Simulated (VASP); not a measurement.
Here is a VASP 6.6.1 calculation.

INCAR

```
PREC = Accurate ; ENCUT = 520
EDIFF = 1E-7 ; ISMEAR = -1
SIGMA = 0.08 ; LREAL = F
LASPH = T ; NELM = 80
ALGO = Normal ; ISIF = 2
LWAVE = F ; LCHARG = F
GGA = PE ; NBANDS = 10
```

Contents of KPOINTS:

```
Automatic mesh
0
Gamma
  10 10 10
```

Contents of POSCAR:

```
Rb
1.0
    4.3188874348      0.0000000000      0.0000000000
   -2.1594437174      3.7402662346      0.0000000000
    0.0000000000      0.0000000000      4.0095279476
Rb
1
Direct
    0.0000000000      0.0000000000      0.0000000000
```

Potentials or basis: VASP PAW PBE potentials, release 64 (Rb_sv).

Command:

```console
$ cat potpaw_PBE.64/Rb_sv/POTCAR > POTCAR
$ mpirun -np 1 vasp_std > vasp.out
```

Question: What does it give for the pressure?

Answer: 1.9 GPa.

Question: Predict the band gap on the k mesh.

Answer: Zero (an odd number of electrons rules out a gap without spin polarisation).
